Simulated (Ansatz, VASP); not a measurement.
One calculation of CdS, two programs

File INCAR:

```
SYSTEM = CdS
PREC = Accurate
ENCUT = 500
EDIFF = 1E-7
ISMEAR = 0
SIGMA = 0.01
LREAL = .False.
LASPH = .True.
NELM = 120
ALGO = Normal
ISIF = 3
LWAVE = .False.
LCHARG = .False.
GGA = PS
IBRION = 2
NSW = 100
EDIFFG = -0.002
GGA_COMPAT = .False.
NELMIN = 4
```

KPOINTS

```
Automatic mesh
0
Gamma
  12 12 12
  0 0 0
```

File POSCAR:

```
CdS
1.0
    0.0000000000      2.7532440000      2.7532440000
    2.7532440000      0.0000000000      2.7532440000
    2.7532440000      2.7532440000      0.0000000000
Cd S
1 1
Direct
    0.0000000000      0.0000000000      0.0000000000
    0.5000000000      0.5000000000      0.5000000000
```

Input for Ansatz:

```yaml
crystal:
  lattice:
    - [0.0, 2.753244, 2.753244]
    - [2.753244, 0.0, 2.753244]
    - [2.753244, 2.753244, 0.0]
  atoms:
    - { symbol: Cd, position: [0.0, 0.0, 0.0] }
    - { symbol: S, position: [0.5, 0.5, 0.5] }
basis:
  ecutwfc: 420
kpoints:
  mp_grid: { grid: [12, 12, 12] }
hamiltonian:
  xc: pbesol
  pseudopotentials: { kind: paw, azcp: { folder: soft_1 } }
scf:
  occupations: { method: gaussian, width: 0.01 }
output:
  forces: true
  stress: true
  eigenvalues: true
relax:
  adjacent_minimum: "off"
  f_tol: 0.002
  max_steps: 80
  cell: { stress_tol: 0.02 }
```

Alike in both runs: task relaxation of cell and atoms; functional PBEsol; k mesh 12 × 12 × 12; occupations gaussian, width 0.01 eV; no spin polarisation.

```csv
,VASP,Ansatz
version,VASP 6.6.1,Ansatz 0.2.0
potentials or method,"VASP PAW PBE potentials, release 64 (Cd, S), cutoff 500 eV","scalar-relativistic, plane waves, PAW"
valence electrons in the cell,18,26
```

|  | VASP | Ansatz | Ansatz less VASP |
| --- | --- | --- | --- |
| gap on the k mesh at the Fermi level, each at its own relaxed structure (eV) | 0.12 | 0.12 | +0.003 |
| relaxed volume (Å³/atom) | 19.78 | 19.65 | -0.126 |
| relaxed cell length with the largest relative difference (Å) | 3.825 | 3.817 | -0.0081 |

VASP's potentials were made for PBE, not for PBEsol, and Ansatz warns of the same on its side. VASP's potentials hold 18 valence electrons a cell and Ansatz's 26, so a difference there can come from the potentials and not from the codes.
